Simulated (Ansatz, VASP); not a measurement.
Two plane-wave programs on Nb

Contents of INCAR:

```
SYSTEM = Nb
PREC = Accurate
ENCUT = 520
EDIFF = 1E-7
ISMEAR = 0
SIGMA = 0.15
LREAL = .False.
LASPH = .True.
NELM = 100
ALGO = Fast
ISIF = 2
LWAVE = .False.
LCHARG = .False.
GGA = PE
NBANDS = 12
```

The input KPOINTS:

```
regular mesh
0
Gamma
  20 20 20
  0 0 0
```

File POSCAR:

```
Nb
1.0
   -1.5807525000      1.5807525000      1.7471475000
    1.5807525000     -1.5807525000      1.7471475000
    1.5807525000      1.5807525000     -1.7471475000
Nb
1
Direct
    0.0000000000      0.0000000000      0.0000000000
```

Input for Ansatz:

```yaml
crystal:
  lattice:
    - [-1.5807525, 1.5807525, 1.7471475]
    - [1.5807525, -1.5807525, 1.7471475]
    - [1.5807525, 1.5807525, -1.7471475]
  atoms:
    - { symbol: Nb, position: [0.0, 0.0, 0.0] }
basis:
  ecutwfc: 420
kpoints:
  mp_grid: { grid: [20, 20, 20] }
hamiltonian:
  xc: pbe
scf:
  occupations: { method: gaussian, width: 0.15 }
output:
  forces: true
  stress: true
  eigenvalues: true
```

Change from the starting cell: strain -0.050 along x and y, +0.050 along z, atoms carried along.

Alike in both runs: task single point; functional PBE; k mesh 20 × 20 × 20; occupations gaussian, width 0.15 eV; no spin polarisation.

|  | VASP | Ansatz |
| --- | --- | --- |
| version | VASP 6.6.1 | Ansatz 0.2.0 |
| potentials or method | VASP PAW PBE potentials, release 64 (Nb_sv), cutoff 520 eV | scalar-relativistic, plane waves, PAW |
| valence electrons in the cell | 13 | 13 |

|  | VASP | Ansatz | Ansatz less VASP |
| --- | --- | --- | --- |
| gap on the k mesh at the Fermi level (eV) | none | none | - |
| pressure (GPa) | 7.4 | 7.7 | +0.34 |
| traceless stress, the component that is largest in VASP (GPa) | -8.90 | -8.96 | -0.054 |

A gap of «none» marks a metal or a gap that the smearing closes.
